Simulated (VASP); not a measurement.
A run of VASP 6.6.1:

The input INCAR:

```
SYSTEM = CdInS2
PREC     = Accurate       ! precision mode
ENCUT    = 520            ! plane-wave cutoff, eV
EDIFF    = 1E-6           ! SCF threshold, eV
ISMEAR   = 0              ! smearing method
SIGMA    = 0.15           ! smearing width, eV
LREAL    = .FALSE.        ! projectors in reciprocal space
LASPH    = .TRUE.         ! aspherical terms in the spheres
NELM     = 60             ! most SCF steps
ALGO     = Normal         ! electronic algorithm
ISIF     = 2              ! what is computed and relaxed
LWAVE    = .FALSE.        ! write WAVECAR
LCHARG   = .TRUE.         ! write CHGCAR
GGA      = PE             ! functional
LELF     = .TRUE.         ! ELF
LVHAR    = .TRUE.       
NBANDS   = 26             ! bands
```

Contents of KPOINTS:

```
regular mesh
0
G
  12 12 6
  0 0 0
```

The input POSCAR:

```
CdInS2
1.0
    3.8084606644      0.0000000000      0.0000000000
   -1.9042303322      3.2982236847      0.0000000000
    0.0000000000      0.0000000000      7.0361310776
Cd In S
1 1 2
Direct
    0.0000000000      0.0000000000      0.0000000000
    0.0000000000      0.0000000000      0.5000000000
    0.6666666667      0.3333333333      0.8067465330
    0.3333333333      0.6666666667      0.1932534670
```

Potentials or basis: VASP PAW PBE potentials, release 64 (Cd, In_d, S).

Command:

```console
$ cat potpaw_PBE.64/Cd/POTCAR potpaw_PBE.64/In_d/POTCAR potpaw_PBE.64/S/POTCAR > POTCAR
$ mpirun -np 1 vasp_std > vasp.out
```

Hardware: 1 thread of Intel(R) Xeon(R) Platinum 8259CL CPU @ 2.50GHz (Skylake/Cascade Lake), with other jobs on the host.

**Question.** How long does it take, and how much memory?

**Answer.** Run time: 3.7 min on 1 thread of Intel(R) Xeon(R) Platinum 8259CL CPU @ 2.50GHz (Skylake/Cascade Lake), on a shared host, peak memory 0.35 GiB. Counts: scf iterations 13, k points 100.
